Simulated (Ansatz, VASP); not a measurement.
## As: VASP beside Ansatz

Contents of POSCAR:

```
As
1.0
   -1.6526704741      1.6526704741      1.6526704741
    1.6526704741     -1.6526704741      1.6526704741
    1.6526704741      1.6526704741     -1.6526704741
As
1
Direct
    0.0000000000      0.0000000000      0.0000000000
```

File INCAR.step1:

```
SYSTEM = As
ALGO     = Normal         ! electronic algorithm
EDIFF    = 1E-5           ! SCF threshold, eV
ENCUT    = 550            ! plane-wave cutoff, eV
GGA      = PE             ! functional
GGA_COMPAT= .False.      
ISMEAR   = -1             ! smearing method
LASPH    = .True.         ! aspherical terms in the spheres
LCHARG   = .False.        ! write CHGCAR
LREAL    = .False.        ! projectors in reciprocal space
LWAVE    = .True.         ! write WAVECAR
NBANDS   = 8              ! bands
NELM     = 120            ! most SCF steps
PREC     = Accurate       ! precision mode
SIGMA    = 0.1            ! smearing width, eV
```

File INCAR.step2:

```
SYSTEM = As
ALGO     = Normal         ! electronic algorithm
EDIFF    = 1E-6           ! SCF threshold, eV
ENCUT    = 550            ! plane-wave cutoff, eV
GGA_COMPAT= .False.      
ISIF     = 2              ! what is computed and relaxed
ISMEAR   = -1             ! smearing method
ISTART   = 1            
LASPH    = .True.         ! aspherical terms in the spheres
LCHARG   = .False.        ! write CHGCAR
LMIXTAU  = .True.       
LREAL    = .False.        ! projectors in reciprocal space
LWAVE    = .False.        ! write WAVECAR
METAGGA  = R2SCAN         ! meta-GGA
NBANDS   = 8              ! bands
NELM     = 120            ! most SCF steps
PREC     = Accurate       ! precision mode
SIGMA    = 0.1            ! smearing width, eV
```

The input KPOINTS:

```
k-points
0
Gamma
  15 15 15
  0 0 0
```

Input for Ansatz:

```yaml
crystal:
  lattice:
    - [-1.6526704741, 1.6526704741, 1.6526704741]
    - [1.6526704741, -1.6526704741, 1.6526704741]
    - [1.6526704741, 1.6526704741, -1.6526704741]
  atoms:
    - { symbol: As, position: [0.0, 0.0, 0.0] }
hamiltonian:
  xc: r2scan
  pseudopotentials:
    kind: paw
    azcp:
      As: "pseudopotentials/As.paw.azcp"
basis:
  ecutwfc: 500
  fft_grid_basis: typed
kpoints:
  mp_grid: { grid: [15, 15, 15], shift: [0, 0, 0] }
magnetization:
  spin_polarized: false
scf:
  occupations: { method: fermi_dirac, width: 0.1 }
  lower_state_search: "off"
output:
  stress: true
```

Alike in both runs: task single point; functional r2SCAN; k mesh 15 × 15 × 15; occupations fermi-dirac, width 0.1 eV; no spin polarisation.

|  | VASP | Ansatz |
| --- | --- | --- |
| version | VASP 6.6.1 | Ansatz 0.2.0 |
| potentials or method | VASP PAW PBE potentials, release 64 (As), cutoff 550 eV | plane waves (500 eV) with PAW, scalar-relativistic |
| valence electrons in the cell | 5 | 15 |

|  | VASP | Ansatz | Ansatz less VASP |
| --- | --- | --- | --- |
| pressure (GPa) | 3.5 | 3.6 | +0.08 |

VASP's potentials were made for PBE, not for r2SCAN. The functional is the same, so the differences come from potentials, cutoffs and numerics. VASP's potentials hold 5 valence electrons a cell and Ansatz's 15, so a difference there can come from the potentials and not from the codes.
